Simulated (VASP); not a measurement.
# TePb (Fm-3m) in VASP: further runs, part 2 of 2

VASP 6.6.1. Earlier steps stand in the parts before.

**3. Single point, PBE-based screened hybrid with 25 % exact exchange**

This run uses another cell than the first one, of 32.38 Å³/atom.

The input, POSCAR:

```
TePb
1.0
    0.0000000000      3.1873324849      3.1873324849
    3.1873324849      0.0000000000      3.1873324849
    3.1873324849      3.1873324849      0.0000000000
Pb Te
1 1
Direct
    0.0000000000      0.0000000000      0.0000000000
    0.5000000000      0.5000000000      0.5000000000
```

The input, INCAR.step1:

```
PREC = Accurate ; ENCUT = 520
EDIFF = 1E-5 ; ISMEAR = -1
SIGMA = 0.05 ; LREAL = F
LASPH = T ; NELM = 80
ALGO = Normal ; ISIF = 2
LWAVE = T ; NBANDS = 17
GGA = PE
```

The input, INCAR.step2:

```
PREC = Accurate ; ENCUT = 520
EDIFF = 1E-7 ; ISMEAR = -1
SIGMA = 0.05 ; LREAL = F
LASPH = T ; NELM = 80
ALGO = Normal ; ISIF = 2
LWAVE = F ; LCHARG = T
GGA = PE ; LHFCALC = T
AEXX = 0.25 ; HFSCREEN = 0.3
PRECFOCK = Normal ; LELF = T
LVHAR = T ; NBANDS = 17
ISTART = 1
```

The input, KPOINTS:

```
Automatic mesh
0
Gamma
  4 4 4
```

Potentials or basis: VASP PAW PBE potentials, release 64 (Pb_d, Te).

Command:

```console
$ cat potpaw_PBE.64/Pb_d/POTCAR potpaw_PBE.64/Te/POTCAR > POTCAR
$ cp INCAR.step1 INCAR
$ mpirun -np 1 vasp_std > vasp.out
$ cp INCAR.step2 INCAR
$ mpirun -np 1 vasp_std > vasp.out
```

OUTCAR:

```text
PREC = Accurate
   ENCUT = 520
   EDIFF = 1E-7
   ISMEAR = -1
   LREAL = F
   LASPH = T
   NELM = 80
   ISIF = 2
   GGA = PE
   LHFCALC = T
   AEXX = 0.25
   HFSCREEN = 0.3
   PRECFOCK = Normal
   ISTART = 1

 ion  position               nearest neighbor table
   1  0.000  0.000  0.000-   2 3.19   2 3.19   2 3.19   2 3.19   2 3.19   2 3.19
   2  0.500  0.500  0.500-   1 3.19   1 3.19   1 3.19   1 3.19   1 3.19   1 3.19

  LATTYP: Found a face centered cubic cell.
 ALAT       =     6.3746649698

  Lattice vectors:

 A1 = (   0.0000000000,   3.1873324849,   3.1873324849)
 A2 = (   3.1873324849,   0.0000000000,   3.1873324849)
 A3 = (   3.1873324849,   3.1873324849,   0.0000000000)

Analysis of symmetry for initial positions (statically):
=====================================================================
 Subroutine PRICEL returns:
 Original cell was already a primitive cell.

 Routine SETGRP: Setting up the symmetry group for a
 face centered cubic supercell.

 Subroutine GETGRP returns: Found 48 space group operations
 (whereof 48 operations were pure point group operations)
 out of a pool of 48 trial point group operations.

The static configuration has the point symmetry O_h .

Analysis of symmetry for dynamics (positions and initial velocities):
=====================================================================
 Subroutine PRICEL returns:
 Original cell was already a primitive cell.

 Routine SETGRP: Setting up the symmetry group for a
 face centered cubic supercell.

 Subroutine GETGRP returns: Found 48 space group operations
 (whereof 48 operations were pure point group operations)
 out of a pool of 48 trial point group operations.

The dynamic configuration has the point symmetry O_h .

 Subroutine INISYM returns: Found 48 space group operations
 (whereof 48 operations are pure point group operations),
 and found     1 'primitive' translations

----------------------------------------------------------------------------------------

                                     Primitive cell

  volume of cell :      64.7608

  direct lattice vectors                    reciprocal lattice vectors
     0.000000000  3.187332485  3.187332485    -0.156870989  0.156870989  0.156870989
     3.187332485  0.000000000  3.187332485     0.156870989 -0.156870989  0.156870989
     3.187332485  3.187332485  0.000000000     0.156870989  0.156870989 -0.156870989

  length of vectors
     4.507568828  4.507568828  4.507568828     0.271708524  0.271708524  0.271708524

  position of ions in fractional coordinates (direct lattice)
     0.000000000  0.000000000  0.000000000
     0.500000000  0.500000000  0.500000000

  ion indices of the primitive-cell ions
   primitive index   ion index
                 1           1
                 2           2

----------------------------------------------------------------------------------------

 KPOINTS: Automatic mesh

Automatic generation of k-mesh.
 Grid dimensions read from file:
[... 22 lines left out ...]
  0.000000  0.000000  0.000000      1.000000
  0.250000  0.000000  0.000000      8.000000
  0.500000  0.000000  0.000000      4.000000
  0.250000  0.250000  0.000000      6.000000
  0.500000  0.250000  0.000000     24.000000
 -0.250000  0.250000  0.000000     12.000000
  0.500000  0.500000  0.000000      3.000000
 -0.250000  0.500000  0.250000      6.000000
   k-points           NKPTS =      8   k-points in BZ     NKDIM =     64   number of bands    NBANDS=     17
   number of dos      NEDOS =    301   number of ions     NIONS =      2
   total plane-waves  NPLWV =  46656
   dimension x,y,z NGX =    36 NGY =   36 NGZ =   36
   dimension x,y,z NGXF=    72 NGYF=   72 NGZF=   72
   ions per type =               1   1
   NGX,Y,Z   is equivalent  to a cutoff of  13.28, 13.28, 13.28 a.u.
   NGXF,Y,Z  is equivalent  to a cutoff of  26.55, 26.55, 26.55 a.u.
 SYSTEM =  unknown system
   PREC   = accura    normal or accurate (medium, high low for compatibility)
   ISTART =      1    job   : 0-new  1-cont  2-samecut
   ICHARG =      0    charge: 1-file 2-atom 10-const
   ISPIN  =      1    spin polarized calculation?
   LNONCOLLINEAR =      F non collinear calculations
   LSORBIT =      F    spin-orbit coupling
   LASPH  =      T    aspherical Exc in radial PAW
   ENCUT  =  520.0 eV  38.22 Ry    6.18 a.u.   8.38  8.38  8.38*2*pi/ulx,y,z
   NELM   =     80;   NELMIN=  2; NELMDL=  0     # of ELM steps
   EDIFF  = 0.1E-06   stopping-criterion for ELM
   LREAL  =      F    real-space projection
   EDIFFG = 0.1E-05   stopping-criterion for IOM
   NSW    =      0    number of steps for IOM
   IBRION =     -1    ionic relax: 0-MD 1-quasi-New 2-CG
   NFREE  =      0    steps in history (QN), initial steepest desc. (CG)
   ISIF   =      2    stress and relaxation
   ISYM   =      3    0-nonsym 1-usesym 2-fastsym
   POTIM  = 0.5000    time-step for ionic-motion
   TEBEG  =    0.0;   TEEND  =   0.0 temperature during run
   PSTRESS=    0.0 pullay stress
   NELECT =      20.0000    total number of electrons
   NUPDOWN=      -1.0000    fix difference up-down
   EMIN   =  10.00;   EMAX   =-10.00  energy-range for DOS
   EFERMI =   0.00;   METHOD = LEGACY
   ISMEAR =    -1;   SIGMA  =   0.05  broadening in eV -4-tet -1-fermi 0-gaus
   EFERMI_NEDOS =   21; number of points for ismear=-14 and -15
   IALGO  =     38    algorithm
   IMIX   =      1    mixing-type and parameters
     AMIX     =   0.40;   BMIX     =  1.00
     AMIX_MAG =   1.60;   BMIX_MAG =  1.00
  volume/ion in A,a.u.               =      32.38       218.51
  Fermi-wavevector in a.u.,A,eV,Ry     =   1.106575  2.091123 16.660441  1.224508
  Thomas-Fermi vector in A             =   2.243078
   LORBIT       =      0    0 simple, 1 ext, 2 COOP (PROOUT), +10 PAW based schemes
   GGA     = PE    functional components
   LHFCALC =     T    Hartree Fock is set to
   PRECFOCK=normal    Normal, Fast or Accurate (Low or Medium for compatibility)
   ENCUT4O =  -1.0   cutoff for four orbital integrals eV
   NKREDX  =     1    reduce k-point grid by
   NKREDY  =     1    reduce k-point grid by
   NKREDZ  =     1    reduce k-point grid by
   AEXX    =    0.2500 exact exchange contribution
   HFSCREEN=    0.3000 screening length (either q_TF or 0.3 A-1)
   HFSCREENC=   0.3000 screening length for correlation (either q_TF or 0.3 A-1)
   ENCUTFOCK=  -1.0 apply spherical cutoff to Coloumb kernel
   IVDW    =     0    specifies the selected vdW correction
   LEPSILON=     F    determine dielectric tensor
   LRPA    =     F    only Hartree local field effects (RPA)
 non-spin polarized calculation
  energy-cutoff  :      520.00
  volume of cell :       64.76
 maximum number of plane-waves:      1807
 NGX is ok and might be reduce to    36
  NGX = 28; NGY = 28; NGZ = 28

 number of electron      19.9999999 magnetization

 Free energy of the ion-electron system (eV)
  ---------------------------------------------------
  ext. energy  EPLUGINS =         0.00000000
  ---------------------------------------------------
  free energy    TOTEN  =        -8.61974462 eV

  energy without entropy =       -8.61972062  energy(sigma->0) =       -8.61973262

 E-fermi :   6.4180     XC(G=0):  -8.0459

 val. band max:        5.9926634153   @ k =   0.5000   0.0000   0.0000
 cond. band min:       6.8434193575   @ k =   0.5000   0.0000   0.0000
 fundamental gap:      0.8507559422
 Fermi energy:         6.4180407613

 k-point     1 :       0.0000    0.0000    0.0000
  band No.  band energies     occupation
      1     -12.5393      2.00000
      2     -12.5393      2.00000
      3     -12.5169      2.00000
      4     -12.5169      2.00000
      5     -12.5169      2.00000
      6      -7.5582      2.00000
[... 137 lines left out ...]
      4     -12.5083      2.00000
      5     -12.4862      2.00000
      6      -5.3507      2.00000
[... 9 lines left out ...]
     16      17.8129      0.00000
     17      17.8912      0.00000

------------------------ aborting loop because EDIFF is reached ----------------------------------------

  FORCE on cell =-STRESS in cart. coord.  units (eV):
  Direction    XX          YY          ZZ          XY          YZ          ZX
  --------------------------------------------------------------------------------------
  -------------------------------------------------------------------------------------
  Total        1.2840618      1.2840618      1.2840618     -0.0000000     -0.0000000      0.0000000
  in kB       31.7676012     31.7676012     31.7676012     -0.0000000     -0.0000000      0.0000000
  external PRESSURE =      31.7676012 kB  Pullay stress =       0.0000000 kB

 VOLUME and BASIS-vectors are now :
 -----------------------------------------------------------------------------
  energy-cutoff  :      520.00
  volume of cell :       64.76
      direct lattice vectors                 reciprocal lattice vectors
     0.000000000  3.187332485  3.187332485    -0.156870989  0.156870989  0.156870989
     3.187332485  0.000000000  3.187332485     0.156870989 -0.156870989  0.156870989
     3.187332485  3.187332485  0.000000000     0.156870989  0.156870989 -0.156870989

 POSITION                                       TOTAL-FORCE (eV/Angst)
 -----------------------------------------------------------------------------------
      0.00000      0.00000      0.00000        -0.000000      0.000000     -0.000000
      3.18733      3.18733      3.18733         0.000000     -0.000000      0.000000
 -----------------------------------------------------------------------------------
    total drift:                               -0.000001      0.000001     -0.000001

  FREE ENERGIE OF THE ION-ELECTRON SYSTEM (eV)
  ---------------------------------------------------
  free  energy   TOTEN  =        -8.6197446163 eV

  energy  without entropy=       -8.6197206200  energy(sigma->0) =       -8.61973262
```

Run time: 29 min. Hardware: 1 thread of Intel Xeon 8259CL, shared host; peak memory 0.32 GiB.

Results:

```yaml
Free_energy: -8.6197 eV
Pressure: 3.2 GPa
Band_gap_on_the_k_mesh: 0.85 eV
```

Levels at points of the mesh, in eV from the valence-band top:
```csv
k point,band 6,band 7,band 8,band 9,band 10,band 11,band 12,band 13,band 14,band 15
"(0.00, 0.00, 0.00)",-13.55,-5.79,-1.75,-1.75,-1.75,4.60,4.60,4.60,6.08,6.08
"(0.50, 0.00, 0.00)",-11.86,-9.55,-1.26,-1.26,0.00,0.85,1.38,1.38,9.00,9.82
"(0.50, 0.50, 0.00)",-11.52,-7.87,-5.35,-3.41,-3.41,3.35,6.21,6.21,7.62,10.79
```

Caveat: the k points lie up to 0.43 Å⁻¹ apart; the PAW data sets were made with another functional, which shifts forces and pressure a little; spin-orbit coupling is left out, which moves the levels of the heavy elements.

**4. Single point, PBE-based screened hybrid with 25 % exact exchange**

This run uses another cell than the first one, of 33.05 Å³/atom.

The input, POSCAR:

```
TePb
1.0
    0.0000000000      3.2093147829      3.2093147829
    3.2093147829      0.0000000000      3.2093147829
    3.2093147829      3.2093147829      0.0000000000
Pb Te
1 1
Direct
    0.0000000000      0.0000000000      0.0000000000
    0.5000000000      0.5000000000      0.5000000000
```

The input, INCAR.step1:

```
SYSTEM = TePb
  PREC = Accurate
  ENCUT = 520
  EDIFF = 1E-5
  ISMEAR = -1
  SIGMA = 0.05
  LREAL = .FALSE.
  LASPH = .TRUE.
  NELM = 80
  ALGO = Normal
  ISIF = 2
  LWAVE = .TRUE.
  NBANDS = 17
  GGA = PE
```

The input, INCAR.step2:

```
SYSTEM = TePb
  PREC = Accurate
  ENCUT = 520
  EDIFF = 1E-7
  ISMEAR = -1
  SIGMA = 0.05
  LREAL = .FALSE.
  LASPH = .TRUE.
  NELM = 80
  ALGO = Normal
  ISIF = 2
  LWAVE = .FALSE.
  LCHARG = .TRUE.
  GGA = PE
  LHFCALC = .TRUE.
  AEXX = 0.25
  HFSCREEN = 0.3
  PRECFOCK = Normal
  LELF = .TRUE.
  LVHAR = .TRUE.
  NBANDS = 17
  ISTART = 1
```

The input, KPOINTS:

```
regular mesh
0
G
  4 4 4
  0 0 0
```

Potentials or basis: VASP PAW PBE potentials, release 64 (Pb_d, Te).

Command:

```console
$ cat potpaw_PBE.64/Pb_d/POTCAR potpaw_PBE.64/Te/POTCAR > POTCAR
$ cp INCAR.step1 INCAR
$ mpirun -np 1 vasp_std > vasp.out
$ cp INCAR.step2 INCAR
$ mpirun -np 1 vasp_std > vasp.out
```

OUTCAR:

```text
SYSTEM = TePb
   PREC = Accurate
   ENCUT = 520
   EDIFF = 1E-7
   ISMEAR = -1
   LREAL = .FALSE.
   LASPH = .TRUE.
   NELM = 80
   ISIF = 2
   GGA = PE
   LHFCALC = .TRUE.
   AEXX = 0.25
   HFSCREEN = 0.3
   PRECFOCK = Normal
   ISTART = 1

 ion  position               nearest neighbor table
   1  0.000  0.000  0.000-   2 3.21   2 3.21   2 3.21   2 3.21   2 3.21   2 3.21
   2  0.500  0.500  0.500-   1 3.21   1 3.21   1 3.21   1 3.21   1 3.21   1 3.21

[... 340 lines left out ...]

------------------------ aborting loop because EDIFF is reached ----------------------------------------

  FORCE on cell =-STRESS in cart. coord.  units (eV):
  Direction    XX          YY          ZZ          XY          YZ          ZX
  --------------------------------------------------------------------------------------
  -------------------------------------------------------------------------------------
  Total        0.8537841      0.8537841      0.8537841      0.0000000     -0.0000000      0.0000000
  in kB       20.6914863     20.6914863     20.6914863      0.0000000     -0.0000000      0.0000000
  external PRESSURE =      20.6914863 kB  Pullay stress =       0.0000000 kB

 VOLUME and BASIS-vectors are now :
 -----------------------------------------------------------------------------
  energy-cutoff  :      520.00
  volume of cell :       66.11
      direct lattice vectors                 reciprocal lattice vectors
     0.000000000  3.209314783  3.209314783    -0.155796497  0.155796497  0.155796497
     3.209314783  0.000000000  3.209314783     0.155796497 -0.155796497  0.155796497
     3.209314783  3.209314783  0.000000000     0.155796497  0.155796497 -0.155796497

 POSITION                                       TOTAL-FORCE (eV/Angst)
 -----------------------------------------------------------------------------------
      0.00000      0.00000      0.00000         0.000000      0.000000      0.000000
      3.20931      3.20931      3.20931        -0.000000      0.000000     -0.000000
 -----------------------------------------------------------------------------------
    total drift:                               -0.000001     -0.000002     -0.000001

  FREE ENERGIE OF THE ION-ELECTRON SYSTEM (eV)
  ---------------------------------------------------
  free  energy   TOTEN  =        -8.6421466254 eV

  energy  without entropy=       -8.6421323894  energy(sigma->0) =       -8.64213951
```

OUTCAR.step1:

```text
SYSTEM = TePb
   PREC = Accurate
   ENCUT = 520
   EDIFF = 1E-5
   ISMEAR = -1
   LREAL = .FALSE.
[... 363 lines left out ...]
      0.00000      0.00000      0.00000         0.000000      0.000000      0.000000
      3.20931      3.20931      3.20931        -0.000000     -0.000000     -0.000000
 -----------------------------------------------------------------------------------
    total drift:                               -0.000000      0.000000      0.000000

  FREE ENERGIE OF THE ION-ELECTRON SYSTEM (eV)
  ---------------------------------------------------
  free  energy   TOTEN  =        -7.4716432637 eV

  energy  without entropy=       -7.4715437959  energy(sigma->0) =       -7.47159353
```

It took 33 min on 1 thread of Intel Xeon 8259CL, shared host; peak memory 0.32 GiB.

What came out:

```yaml
Free_energy: -8.6421 eV
Pressure: 2.1 GPa
Band_gap_on_the_k_mesh: 0.91 eV
```

Caveat: the k points lie up to 0.42 Å⁻¹ apart; the PAW data sets were made with another functional, which shifts forces and pressure a little; spin-orbit coupling is left out, which moves the levels of the heavy elements.

**5. Overview**

| cell | gap on the mesh (eV) | pressure (GPa) |
| --- | --- | --- |
| a = 4.476 Å, angles 60.0°, 2 atoms | 0.79 | 4.4 |
| a = 4.508 Å, angles 60.0°, 2 atoms | 0.85 | 3.2 |
| a = 4.539 Å, angles 60.0°, 2 atoms | 0.91 | 2.1 |

Alike in all rows: task single point; level PBE-based screened hybrid with 25 % exact exchange; potentials or basis VASP PAW PBE potentials, release 64 (Pb_d, Te); no spin polarisation; k mesh 4 × 4 × 4; cutoff (eV) 520; smearing fermi-dirac 0.05 eV.

Caveats: all runs use coarse meshes; the PAW data sets were made with another functional, which shifts forces and pressure a little; spin-orbit coupling is left out, which moves the levels of the heavy elements.

Absolute energies hang on the potentials; compare differences alone.
